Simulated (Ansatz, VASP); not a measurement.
Given: the input of a run of VASP 6.6.1 on EuS.

POSCAR

```
EuS
1.0
    0.0000000000      2.9785000000      2.9785000000
    2.9785000000      0.0000000000      2.9785000000
    2.9785000000      2.9785000000      0.0000000000
Eu S
1 1
Direct
    0.0000000000      0.0000000000      0.0000000000
    0.5000000000      0.5000000000      0.5000000000
```

File INCAR.step1:

```
SYSTEM = EuS
ALGO = Normal ; EDIFF = 1E-5
EDIFFG = -0.005 ; ENCUT = 600
GGA = PE ; GGA_COMPAT = .FALSE.
IBRION = 2 ; ISIF = 3
ISMEAR = -1 ; ISPIN = 2
KPAR = 4 ; LASPH = .TRUE.
LCHARG = .FALSE. ; LMAXMIX = 6
LORBIT = 11 ; LREAL = .FALSE.
LWAVE = .TRUE. ; MAGMOM = 7 0
NBANDS = 22 ; NELM = 200
NELMIN = 4 ; NSW = 100
PREC = Accurate ; SIGMA = 0.05
```

The input INCAR.step2:

```
SYSTEM = EuS
AEXX = 0.25 ; ALGO = Normal
EDIFF = 1E-7 ; EDIFFG = -0.01
ENCUT = 600 ; GGA = PE
GGA_COMPAT = .FALSE. ; IBRION = 2
ISIF = 3 ; ISMEAR = -1
ISPIN = 2 ; ISTART = 1
KPAR = 4 ; LASPH = .TRUE.
LCHARG = .FALSE. ; LHFCALC = .TRUE.
LMAXMIX = 6 ; LORBIT = 11
LREAL = .FALSE. ; LWAVE = .FALSE.
MAGMOM = 7 0 ; NELM = 200
NELMIN = 4 ; NSW = 60
PREC = Accurate ; PRECFOCK = Normal
SIGMA = 0.05
```

The input KPOINTS:

```
k-points
0
G
  4 4 4
  0 0 0
```

Potentials or basis: VASP PAW PBE potentials, release 64 (Eu, S).

Launch:

```sh
$ cat potpaw_PBE.64/Eu/POTCAR potpaw_PBE.64/S/POTCAR > POTCAR
$ cp INCAR.step1 INCAR
$ mpirun -np 4 vasp_std > vasp.out
$ cp INCAR.step2 INCAR
$ mpirun -np 4 vasp_std > vasp.out
```

Q: Set up the same calculation for Ansatz 0.2.0. Potentials there: Ansatz PAW.

A: As run (the cutoff follows the program's own potentials):

The input input.yaml:

```yaml
crystal:
  lattice:
    - [0.0, 2.9785, 2.9785]
    - [2.9785, 0.0, 2.9785]
    - [2.9785, 2.9785, 0.0]
  atoms:
    - { symbol: Eu, position: [0.0, 0.0, 0.0], spin: 7.0 }
    - { symbol: S, position: [0.5, 0.5, 0.5] }
hamiltonian:
  xc: pbe0
  pseudopotentials: { kind: paw }
magnetization:
  spin_polarized: true
kpoints:
  mp_grid: { grid: [4, 4, 4] }
scf:
  occupations: { method: fermi_dirac, width: 0.05 }
output:
  forces: true
  stress: true
relax:
  f_tol: 0.01
  max_steps: 40
  cell: { stress_tol: 0.05 }
```

Potentials or basis: Ansatz PAW.

Command:

```bash
$ ansatz run input.yaml --threads 2 --pin off --max-ram 5632MiB --backend cpu --events-out ev --progress --plain --runs-dir out
```

Both were run:

|  | VASP | Ansatz | Ansatz less VASP |
| --- | --- | --- | --- |
| gap on the k mesh at the Fermi level, each at its own relaxed structure (eV) | 1.24 | 1.46 | +0.214 |
| net moment per atom (μB) | 3.50 | 3.50 | 0.000 |
| size of the moment on the site where the two differ most (μB) | 6.71 | 6.89 | +0.179 |
| relaxed volume (Å³/atom) | 26.49 | 26.69 | +0.206 |
| relaxed cell length with the largest relative difference (Å) | 4.216 | 4.227 | +0.0109 |

Site moments also hang on the region over which each program counts them.

The k mesh is coarse, so the values compare programs but aren't converged. Spin-orbit coupling is off throughout. Noted on Ansatz's run: the magnetic or orbital state may not be the lowest; the plane-wave basis is chosen anew once the cell has moved, so the energies of steps on either side of that aren't comparable.
